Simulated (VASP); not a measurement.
Write the native input for VASP 6.6.1 that does the following.

* Task: single point
* Functional: PBE
* Potentials or basis: VASP PAW PBE potentials, release 64 (Pb_d, O)
* Cutoff: 520 eV
* k mesh: 8 × 8 × 6
* Occupations: gaussian, width 0.05 eV
* Spin: non-collinear spin, zero start, spin-orbit coupling
* Starting moments: [[0.0, 0.0, 0.0], [0.0, 0.0, 0.0], [0.0, 0.0, 0.0], [0.0, 0.0, 0.0]] μB
* Dipole correction: no
* Further INCAR settings: ALGO = Normal; EDIFF = 1e-06; NBANDS = 54

The structure of PbO lies in POSCAR:

```
PbO
1.0
    4.0568205074      0.0000000000      0.0000000000
    0.0000000000      4.0568205074      0.0000000000
    0.0000000000      0.0000000000      5.5970748864
Pb O
2 2
Direct
    0.5000000000      0.0000000000      0.2126163502
    0.0000000000      0.5000000000      0.7873836498
    0.0000000000      0.0000000000      0.0000000000
    0.5000000000      0.5000000000      0.0000000000
```

One way to write it, as run:

INCAR

```
SYSTEM = PbO
ALGO = Normal
EDIFF = 1E-6
ENCUT = 520
GGA = PE
GGA_COMPAT = .False.
ISIF = 2
ISMEAR = 0
LASPH = .True.
LCHARG = .True.
LORBIT = 11
LORBMOM = .True.
LREAL = .False.
LSORBIT = .True.
LVHAR = .True.
LWAVE = .False.
MAGMOM = 0 0 0 0 0 0 0 0 0 0 0 0
NBANDS = 54
NELM = 150
PREC = Accurate
SIGMA = 0.05
```

KPOINTS

```
k-points
0
Gamma
  8 8 6
  0 0 0
```

Potentials or basis: VASP PAW PBE potentials, release 64 (Pb_d, O).

Launch:

```console
$ cat potpaw_PBE.64/Pb_d/POTCAR potpaw_PBE.64/O/POTCAR > POTCAR
$ mpirun -np 1 vasp_ncl > vasp.out
```

It gave:

```json
{
  "Pressure": "0.0 GPa",
  "Largest force": "0.061 eV/Å",
  "Net moment": "0.00 μB per cell",
  "Valence electrons inside the program's atomic spheres": "Pb 11.86; O 4.95"
}
```

Wall time 7.9 min on 1 thread of Oxide Virtual Turin-like Processor (shared host), peak memory 0.56 GiB.
